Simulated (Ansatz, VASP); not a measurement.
## NaH in VASP and in Ansatz

File POSCAR:

```
NaH
1.0
    0.0000000000      2.4156894544      2.4156894544
    2.4156894544      0.0000000000      2.4156894544
    2.4156894544      2.4156894544      0.0000000000
Na H
1 1
Direct
    0.5000000000      0.5000000000      0.5000000000
    0.0000000000      0.0000000000      0.0000000000
```

File INCAR.step1:

```
SYSTEM = NaH
PREC = Accurate
ENCUT = 520
EDIFF = 1E-5
ISMEAR = 0
SIGMA = 0.02
LREAL = .False.
LASPH = .True.
NELM = 60
ALGO = Normal
ISIF = 2
LWAVE = .True.
LCHARG = .False.
GGA = PE
NBANDS = 11
```

INCAR.step2

```
SYSTEM = NaH
PREC = Accurate
ENCUT = 520
EDIFF = 1E-6
ISMEAR = 0
SIGMA = 0.02
LREAL = .False.
LASPH = .True.
NELM = 60
ALGO = Normal
ISIF = 2
LWAVE = .False.
LCHARG = .False.
GGA = PE
LHFCALC = .True.
HFSCREEN = 0.2079
PRECFOCK = Normal
ISTART = 1
NBANDS = 11
```

KPOINTS

```
regular mesh
0
Gamma
  6 6 6
  0 0 0
```

Input for Ansatz:

```yaml
crystal:
  lattice:
    - [0.0, 2.4156894544, 2.4156894544]
    - [2.4156894544, 0.0, 2.4156894544]
    - [2.4156894544, 2.4156894544, 0.0]
  atoms:
    - { symbol: Na, position: [0.5, 0.5, 0.5] }
    - { symbol: H, position: [0.0, 0.0, 0.0] }
basis:
  ecutwfc: 420
kpoints:
  mp_grid: { grid: [6, 6, 6] }
  band_path:
    path:
      - [[0.0, 0.0, 0.0], [0.5, 0.0, 0.5], [0.625, 0.25, 0.625]]
      - [[0.375, 0.375, 0.75], [0.0, 0.0, 0.0], [0.5, 0.5, 0.5], [0.5, 0.25, 0.75], [0.5, 0.0, 0.5]]
    npoints: 4
hamiltonian:
  xc: hse06
scf:
  occupations: { method: gaussian, width: 0.02 }
output:
  forces: true
  stress: true
  eigenvalues: true
  populations: true
  dos: { projected: true, de: 0.02 }
  bader: false
  write_density: true
  write_potential: true
  elf: true
  volumetric_format: npy
```

Alike in both runs: task single point; functional HSE06; k mesh 6 × 6 × 6; occupations gaussian, width 0.02 eV; no spin polarisation.

|  | VASP | Ansatz |
| --- | --- | --- |
| version | VASP 6.6.1 | Ansatz 0.2.0 |
| potentials or method | VASP PAW PBE potentials, release 64 (Na_pv, H), cutoff 520 eV | scalar-relativistic, plane waves, PAW |
| valence electrons in the cell | 8 | 10 |

```csv
,VASP,Ansatz,Ansatz less VASP
gap on the k mesh at the Fermi level (eV),4.85,4.85,+0.005
least direct gap on the mesh (eV),5.75,5.75,+0.003
pressure (GPa),-0.4,-0.4,+0.01
```

VASP's potentials hold 8 valence electrons a cell and Ansatz's 10, so a difference there can come from the potentials and not from the codes. Ansatz's warnings: stress exchange threshold loose, stress scf threshold loose.
